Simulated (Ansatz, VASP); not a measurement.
**Two plane-wave programs on TaN**

```
Ta N
1.0
     0.00000    2.17472    2.17472
     2.17472    0.00000    2.17472
     2.17472    2.17472    0.00000
Ta N
1 1
Direct
  0.50000 0.50000 0.50000
  0.00000 0.00000 0.00000
```

Alike in both runs: functional LDA; k mesh 16 × 16 × 16; occupations fermi-dirac, width 0.15 eV; no spin polarisation.

Ansatz relaxed the structure, and its values are those at the end. VASP's run is a single point on that final structure, the one shown.

|  | VASP | Ansatz |
| --- | --- | --- |
| version | VASP 6.6.1 | Ansatz 0.2.0 |
| potentials or method | VASP PAW LDA potentials, release 64 (Ta_sv_GW, N_h), cutoff 1330 eV | scalar-relativistic, plane waves, PAW |
| valence electrons in the cell | 18 | 18 |

VASP gave:

- gap on the k mesh at the Fermi level (eV): none
- pressure (GPa): 1.2

Task: What did Ansatz give for the same quantities?

Result: gap on the k mesh at the Fermi level (eV): none; pressure (GPa): 0.0.

LDA's correlation is that of Perdew and Zunger in VASP and of Perdew and Wang (1992) in Ansatz. A gap of «none» marks a metal or a gap that the smearing closes.

Neither program's run includes spin-orbit coupling.
